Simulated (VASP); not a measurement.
Here is a VASP 6.6.1 calculation.

Contents of POSCAR:

```
BN
1.0
    0.0000000000     -1.8130010000     -1.8130010000
    0.0000000000      1.8130010000     -1.8130010000
    3.6260020000      0.0000000000      0.0000000000
B N
2 2
Direct
    0.5000000000      0.5000000000      0.5330943006
    0.0000000000      0.0000000000     -0.0330943006
    0.0000000000      0.5000000000      0.2500000000
    0.5000000000      0.0000000000      0.7500000000
```

The input INCAR.step1:

```
SYSTEM = BN
PREC = Accurate
ENCUT = 520
ISMEAR = 0
SIGMA = 0.05
LREAL = .False.
LASPH = .True.
NELM = 80
NBANDS = 16
GGA = PE
ALGO = Normal
EDIFF = 1E-4
LWAVE = .True.
LCHARG = .False.
```

The input INCAR.step2:

```
SYSTEM = BN
PREC = Accurate
ENCUT = 520
EDIFF = 1E-6
ISMEAR = 0
SIGMA = 0.05
LREAL = .False.
LASPH = .True.
NELM = 80
ALGO = Normal
ISIF = 2
LWAVE = .False.
LCHARG = .False.
METAGGA = R2SCAN
LMIXTAU = .True.
NBANDS = 16
ISTART = 1
```

The input KPOINTS:

```
Automatic mesh
0
Gamma
  10 10 6
  0 0 0
```

Potentials or basis: VASP PAW PBE potentials, release 64 (B, N).

Run with:

```bash
$ cat potpaw_PBE.64/B/POTCAR potpaw_PBE.64/N/POTCAR > POTCAR
$ cp INCAR.step1 INCAR
$ mpirun -np 1 vasp_std > vasp.out
$ cp INCAR.step2 INCAR
$ mpirun -np 1 vasp_std > vasp.out
```

Problem. Predict the band gap on the k mesh.

Solution. 2.44 eV, indirect (least direct gap 4.32 eV).

Problem. Estimate the largest force.

Solution. 6.249 eV/Å.

Problem. Predict the pressure.

Solution. 0.9 GPa.

Stress tensor (GPa, compression positive):
```
-7.51  0.00  0.00
 0.00  5.07  0.00
 0.00  0.00  5.07
```

Caveat: the cell differs from its parent crystal (mode 12 (1156.9 1/cm) frozen in, largest displacement -0.120 Å); the PAW data sets were made with another functional, which shifts forces and pressure a little. A k mesh can miss the band edges.
